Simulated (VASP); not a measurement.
# ZrB2 (P6/mmm) in VASP: notebook, part 2 of 2

VASP 6.6.1.

### Step 3. Single point, PBE (volume scaled by 1.06, then relaxed in part)

File INCAR:

```
  PREC = Accurate
  ENCUT = 520
  EDIFF = 1E-6
  ISMEAR = 0
  SIGMA = 0.1
  LREAL = F
  LASPH = T
  NELM = 80
  ALGO = Normal
  ISIF = 2
  LWAVE = F
  LCHARG = F
  GGA = PE
  NBANDS = 16
```

File KPOINTS:

```
regular mesh
0
Gamma
  18 18 12
```

File POSCAR:

```
ZrB2
1.0
    3.2287921905      0.0000000000      0.0000000000
   -1.6143960953      2.7962160605      0.0000000000
    0.0000000000      0.0000000000      3.6220568251
Zr B
1 2
Direct
    0.0000000000      0.0000000000      0.0000000000
    0.3333333333      0.6666666667      0.5000000000
    0.6666666667      0.3333333333      0.5000000000
```

Potentials or basis: VASP PAW PBE potentials, release 64 (Zr_sv, B).

The run is started by

```bash
cat potpaw_PBE.64/Zr_sv/POTCAR potpaw_PBE.64/B/POTCAR > POTCAR
mpirun -np 1 vasp_std > vasp.out
```

OUTCAR:

```text
PREC = Accurate
   ENCUT = 520
   EDIFF = 1E-6
   ISMEAR = 0
   LREAL = F
   LASPH = T
   NELM = 80
   ISIF = 2
   GGA = PE

 ion  position               nearest neighbor table
   1  0.000  0.000  0.000-   2 2.60   3 2.60   2 2.60   3 2.60   3 2.60   3 2.60   2 2.60   2 2.60
                             3 2.60   3 2.60   2 2.60   2 2.60
   2  0.333  0.667  0.500-   3 1.86   3 1.86   3 1.86   1 2.60   1 2.60   1 2.60   1 2.60   1 2.60
                             1 2.60
   3  0.667  0.333  0.500-   2 1.86   2 1.86   2 1.86   1 2.60   1 2.60   1 2.60   1 2.60   1 2.60
                             1 2.60

  LATTYP: Found a hexagonal cell.
[... 646 lines left out ...]
     16      18.6623      0.00000

 [... further k-points ...]
[... 5 lines left out ...]
  --------------------------------------------------------------------------------------
  -------------------------------------------------------------------------------------
  Total       -2.5061964     -2.5061964     -2.4961196      0.0000000      0.0000000      0.0000000
  in kB     -122.7890426   -122.7890426   -122.2953336      0.0000000      0.0000000      0.0000000
  external PRESSURE =    -122.6244729 kB  Pullay stress =       0.0000000 kB

 VOLUME and BASIS-vectors are now :
 -----------------------------------------------------------------------------
  energy-cutoff  :      520.00
  volume of cell :       32.70
      direct lattice vectors                 reciprocal lattice vectors
     3.228792191  0.000000000  0.000000000     0.309713336  0.178813078  0.000000000
    -1.614396095  2.796216060  0.000000000     0.000000000  0.357626156  0.000000000
     0.000000000  0.000000000  3.622056825     0.000000000  0.000000000  0.276086226

 POSITION                                       TOTAL-FORCE (eV/Angst)
 -----------------------------------------------------------------------------------
      0.00000      0.00000      0.00000         0.000000      0.000000      0.000000
     -0.00000      1.86414      1.81103        -0.000000      0.000000      0.000000
      1.61440      0.93207      1.81103         0.000000      0.000000      0.000000
 -----------------------------------------------------------------------------------
    total drift:                               -0.000000      0.000000      0.000000

  FREE ENERGIE OF THE ION-ELECTRON SYSTEM (eV)
  ---------------------------------------------------
  free  energy   TOTEN  =       -24.9068474535 eV

  energy  without entropy=      -24.9056210701  energy(sigma->0) =      -24.90623426
```

OSZICAR:

```text
N       E                     dE             d eps       ncg     rms          rms(c)
DAV:   1     0.100668219775E+03    0.10067E+03   -0.96347E+03  8288   0.111E+03
DAV:   2    -0.234034153673E+02   -0.12407E+03   -0.11943E+03 10984   0.284E+02
DAV:   3    -0.274707142664E+02   -0.40673E+01   -0.40518E+01 12928   0.443E+01
DAV:   4    -0.275288635048E+02   -0.58149E-01   -0.58137E-01 10000   0.488E+00
DAV:   5    -0.275302348556E+02   -0.13714E-02   -0.13713E-02 12584   0.497E-01    0.188E+01
DAV:   6    -0.249441299719E+02    0.25861E+01   -0.61114E+00 10800   0.156E+01    0.734E+00
DAV:   7    -0.249090281297E+02    0.35102E-01   -0.53762E-01 11312   0.455E+00    0.281E+00
DAV:   8    -0.249101562839E+02   -0.11282E-02   -0.78174E-02 10112   0.216E+00    0.350E-01
DAV:   9    -0.249071706706E+02    0.29856E-02   -0.17446E-02 10576   0.915E-01    0.211E-01
DAV:  10    -0.249068405398E+02    0.33013E-03   -0.18537E-03  9864   0.379E-01    0.304E-02
DAV:  11    -0.249068493484E+02   -0.88086E-05   -0.64950E-05 10208   0.768E-02    0.985E-03
DAV:  12    -0.249068472649E+02    0.20835E-05   -0.28108E-06  9936   0.137E-02    0.549E-03
DAV:  13    -0.249068474535E+02   -0.18864E-06   -0.20468E-07  4992   0.449E-03
   1 F= -.24906847E+02 E0= -.24906234E+02  d E =-.122638E-02
```

Run time: 92 s. Hardware: 1 thread of Intel Xeon Platinum 8488C (Sapphire Rapids), shared host; peak memory 0.25 GiB.

Results:

```
Free energy            : -24.9068 eV
Pressure               : -12.3 GPa
Band gap on the k mesh : zero (band 9 reaches 10.62 eV, above the bottom of band 10 at 9.35 eV)
```

### Step 4. Single point, PBE (volume scaled by 0.94, then relaxed in part)

File INCAR:

```
SYSTEM = ZrB2
PREC = Accurate ; ENCUT = 520
EDIFF = 1E-7 ; ISMEAR = 0
SIGMA = 0.1 ; LREAL = .False.
LASPH = .True. ; NELM = 80
ALGO = Normal ; ISIF = 2
LWAVE = .False. ; LCHARG = .False.
GGA = PE ; NBANDS = 16
```

File KPOINTS:

```
regular mesh
0
Gamma
  18 18 12
  0 0 0
```

File POSCAR:

```
ZrB2
1.0
    3.1101429583      0.0000000000      0.0000000000
   -1.5550714791      2.6934628113      0.0000000000
    0.0000000000      0.0000000000      3.4617582214
Zr B
1 2
Direct
    0.0000000000      0.0000000000      0.0000000000
    0.3333333333      0.6666666667      0.5000000000
    0.6666666667      0.3333333333      0.5000000000
```

The run is started by

```bash
cat potpaw_PBE.64/Zr_sv/POTCAR potpaw_PBE.64/B/POTCAR > POTCAR
mpirun -np 1 vasp_std > vasp.out
```

Wall time 77 s (1 thread of Intel Xeon Platinum 8488C (Sapphire Rapids), shared host); peak memory 0.24 GiB.

Results (log left out):

```yaml
Free_energy: -24.8850 eV
Pressure: 16.8 GPa
Band_gap_on_the_k_mesh: zero (band 9 reaches 11.99 eV, above the bottom of band 10 at 10.65 eV)
```

Stress tensor (GPa, compression positive):
```
16.77  0.00  0.00
 0.00 16.77  0.00
 0.00  0.00 16.84
```

Levels at points of the mesh, in eV from the Fermi level:
```tsv
k point	band 6	band 7	band 8	band 9	band 10	band 11	band 12	band 13
(0.00, 0.00, 0.00)	-2.81	-2.81	-2.77	-2.36	3.62	3.62	4.44	4.44
(0.50, 0.00, 0.00)	-8.59	-4.15	-3.18	-2.91	2.29	2.42	5.25	5.36
(0.00, 0.00, 0.50)	-7.17	-1.05	-1.05	0.28	0.28	0.78	0.78	1.95
(0.50, 0.00, 0.50)	-7.11	-4.88	-4.38	-1.91	4.02	4.33	5.67	6.75
```

### Step 5. Single point, PBE (volume scaled by 0.97, then relaxed in part)

File INCAR:

```
SYSTEM = ZrB2
PREC = Accurate
ENCUT = 520
EDIFF = 1E-6
ISMEAR = 0
SIGMA = 0.1
LREAL = .FALSE.
LASPH = .TRUE.
NELM = 80
ALGO = Normal
ISIF = 2
LWAVE = .FALSE.
LCHARG = .TRUE.
GGA = PE
LELF = .TRUE.
LVHAR = .TRUE.
NBANDS = 16
```

File KPOINTS:

```
regular mesh
0
G
  18 18 12
  0 0 0
```

File POSCAR:

```
ZrB2
1.0
    3.1411330434      0.0000000000      0.0000000000
   -1.5705665217      2.7203010123      0.0000000000
    0.0000000000      0.0000000000      3.5021008953
Zr B
1 2
Direct
    0.0000000000      0.0000000000      0.0000000000
    0.3333333333      0.6666666667      0.5000000000
    0.6666666667      0.3333333333      0.5000000000
```

The run is started by

```bash
cat potpaw_PBE.64/Zr_sv/POTCAR potpaw_PBE.64/B/POTCAR > POTCAR
mpirun -np 1 vasp_std > vasp.out
```

Wall time 70 s (1 thread of Intel Xeon Platinum 8488C (Sapphire Rapids), shared host); peak memory 0.24 GiB.

It converged, with:

```yaml
Free_energy: -24.9562 eV
Pressure: 7.8 GPa
Band_gap_on_the_k_mesh: zero (band 9 reaches 11.62 eV, above the bottom of band 10 at 10.30 eV)
```

Levels at points of the mesh, in eV from the Fermi level:
| k point | band 5 | band 6 | band 7 | band 8 | band 9 | band 10 | band 11 | band 12 | band 13 | band 14 |
| --- | --- | --- | --- | --- | --- | --- | --- | --- | --- | --- |
| (0.00, 0.00, 0.00) | -12.91 | -2.74 | -2.74 | -2.70 | -2.39 | 3.47 | 3.47 | 4.26 | 4.26 | 4.99 |
| (0.50, 0.00, 0.00) | -9.14 | -8.58 | -4.05 | -3.15 | -2.81 | 2.22 | 2.33 | 5.05 | 5.13 | 6.64 |
| (0.00, 0.00, 0.50) | -10.78 | -7.09 | -1.03 | -1.03 | 0.29 | 0.29 | 0.75 | 0.75 | 1.84 | 5.06 |
| (0.50, 0.00, 0.50) | -10.11 | -7.08 | -4.76 | -4.27 | -2.00 | 3.82 | 4.16 | 5.44 | 6.43 | 6.64 |

### Step 6. Overview

| task | cell | cutoff (eV) | gap on the mesh (eV) | pressure (GPa) |
| --- | --- | --- | --- | --- |
| relaxation of shape and atoms at fixed volume | relaxed from a = 3.269, b = 3.269, c = 3.667 Å, angles 90.0, 90.0, 120.0°, 3 atoms | 600 | none | -18.7 |
| single point | a = 3.229, b = 3.229, c = 3.622 Å, angles 90.0, 90.0, 120.0°, 3 atoms | 520 | none | -12.3 |
| single point | a = 3.110, b = 3.110, c = 3.462 Å, angles 90.0, 90.0, 120.0°, 3 atoms | 520 | none | 16.8 |
| single point | a = 3.141, b = 3.141, c = 3.502 Å, angles 90.0, 90.0, 120.0°, 3 atoms | 520 | none | 7.8 |

Alike in all rows: level PBE; potentials or basis VASP PAW PBE potentials, release 64 (Zr_sv, B); no spin polarisation; k mesh 18 × 18 × 12; smearing gaussian 0.1 eV.

Total energies depend on the potentials used, so only differences within one code and one set of settings carry meaning.
